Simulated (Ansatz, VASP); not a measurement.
## One calculation of Ti2O, two programs

```
Ti O
1.0
     2.91940    0.00000    0.00000
    -1.45970    2.52827    0.00000
     0.00000    0.00000    4.71300
Ti O
2 1
Direct
  0.66667 0.33333 0.27874
  0.33333 0.66667 0.72126
  0.00000 0.00000 0.00000
```

Alike in both runs: task single point; functional r2SCAN; k mesh 8 × 8 × 5; occupations fermi-dirac, width 0.05 eV; collinear spin; Hubbard terms Ti d U = 3.0 eV.

|  | VASP | Ansatz |
| --- | --- | --- |
| version | VASP 6.6.1 | Ansatz 0.2.0 |
| potentials or method | VASP PAW PBE potentials, release 64 (Ti_sv, O), cutoff 520 eV | PAW, plane waves, scalar-relativistic |
| valence electrons in the cell | 30 | 30 |

VASP gave:

```
pressure (GPa)                                                : 18.4
traceless stress, the component that is largest in VASP (GPa) : 6.66
rms of the force components (eV/Å)                            : 0.497
net moment per atom (μB)                                      : 0.00
```

What did Ansatz give for the same quantities?

Pressure (GPa): 13.1; traceless stress, the component that is largest in VASP (GPa): 6.14; rms of the force components (eV/Å): 0.458; net moment per atom (μB): 0.00.

VASP's potentials were made for PBE, not for r2SCAN. The programs project onto different local orbitals, so the same U acts differently, and such runs can settle in different states. Atom by atom the forces differ by 0.040 eV/Å (rms over components). Ansatz's warnings: filled band counts differ across k points, seeded moment not kept, stability check not made.
